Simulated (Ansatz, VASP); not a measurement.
## One calculation of NaF, two programs

```
Na F
1.0
     0.00000    2.35460    2.27656
     2.35460    0.00000    2.27656
     2.35460    2.35460    0.00000
Na F
1 1
Direct
  0.00000 0.00000 0.00000
  0.50000 0.50000 0.50000
```

Change from the starting cell: epitaxial_xy strain +2.5%.

Alike in both runs: task single point; functional HSE06; k mesh 6 × 6 × 6; no spin polarisation.

|  | VASP | Ansatz |
| --- | --- | --- |
| version | VASP 6.6.1 | Ansatz 0.2.0 |
| potentials or method | VASP PAW PBE potentials, release 64 (Na_pv, F) | plane waves, PAW |
| plane-wave cutoff (eV) | 520 | 420 |
| occupations | gaussian, width 0.01 eV | fixed |
| valence electrons in the cell | 14 | 16 |

VASP gave:

- gap on the k mesh at the Fermi level (eV): 8.36
- pressure (GPa): -0.3
- traceless stress, the component that is largest in VASP (GPa): 1.83

Task: What did Ansatz give for the same quantities?

Result: gap on the k mesh at the Fermi level (eV): 8.39; pressure (GPa): -0.4; traceless stress, the component that is largest in VASP (GPa): 1.75.

VASP's potentials hold 14 valence electrons a cell and Ansatz's 16, so a difference there can come from the potentials and not from the codes. Ansatz's warnings: stress exchange threshold loose, stress scf threshold loose.
